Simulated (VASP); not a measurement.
A run of VASP 6.6.1 is set up as follows.

The input INCAR:

```
SYSTEM = HoAuF4
  ALGO = Normal
  EDIFF = 1E-6
  ENCUT = 600
  GGA = PE
  GGA_COMPAT = .False.
  ISIF = 2
  ISMEAR = 0
  LASPH = .True.
  LCHARG = .False.
  LMAXMIX = 6
  LREAL = .False.
  LWAVE = .False.
  NBANDS = 33
  NELM = 200
  PREC = Accurate
  SIGMA = 0.15
```

File KPOINTS:

```
k-points
0
Gamma
  3 3 2
  0 0 0
```

The input POSCAR:

```
HoAuF4
1.0
    3.9265589543      0.0000000000      0.0000000000
    0.0000000000      3.9265589543      0.0000000000
    0.0000000000      0.0000000000      6.6919042468
Ho Au F
1 1 4
Direct
    0.5000000000      0.5000000000      0.5000000000
    0.5000000000      0.5000000000      0.0000000000
    0.0000000000      0.5000000000      0.0000000000
    0.5000000000      0.0000000000      0.0000000000
    0.0000000000      0.0000000000      0.3293520259
    0.0000000000      0.0000000000      0.6706479741
```

Potentials or basis: VASP PAW PBE potentials, release 64 (Ho_3, Au, F), 4f in core.

The run is started by

```sh
$ cat potpaw_PBE.64/Ho_3/POTCAR potpaw_PBE.64/Au/POTCAR potpaw_PBE.64/F/POTCAR > POTCAR
$ mpirun -np 1 vasp_std > vasp.out
```

Q: What does it give for the band gap on the k mesh?

A: Zero (bands 24 and 25 overlap by 1.79 eV).

Q: Predict the pressure.

A: 0.1 GPa.

Q: Predict the largest force.

A: 0.013 eV/Å.

Stress tensor (GPa, compression positive):
```
-0.04  0.00  0.00
 0.00 -0.04  0.00
 0.00  0.00  0.39
```

Caveat: the k points lie up to 0.53 Å⁻¹ apart, too coarse for converged energies and pressures of a metal; spin-orbit coupling is left out, which moves the levels of the heavy elements; the 4f electrons are frozen in the core, so they carry no moment and show no levels; the run has no spin polarisation, though such a crystal can be magnetic. Spin polarisation is off, so any magnetic state and its effect on volume and gap are missing.
